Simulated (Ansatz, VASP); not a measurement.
Two plane-wave programs on W

```
CELL_PARAMETERS angstrom
-1.60450 1.60450 1.60450
1.60450 -1.60450 1.60450
1.60450 1.60450 -1.60450
ATOMIC_POSITIONS crystal
W 0.00000 0.00000 0.00000
```

Alike in both runs: task single point; functional PBE; k mesh 18 × 18 × 18; occupations gaussian, width 0.05 eV; no spin polarisation.

|  | VASP | Ansatz |
| --- | --- | --- |
| version | VASP 6.6.1 | Ansatz 0.2.0 |
| potentials or method | VASP PAW PBE potentials, release 64 (W_sv), cutoff 520 eV | scalar-relativistic, plane waves, PAW |
| valence electrons in the cell | 14 | 14 |

Ansatz gave:

```
pressure (GPa) : -7.0
```

**Question.** Which values does VASP return?

**Answer.** Pressure (GPa): -6.5.

Neither program's run includes spin-orbit coupling.
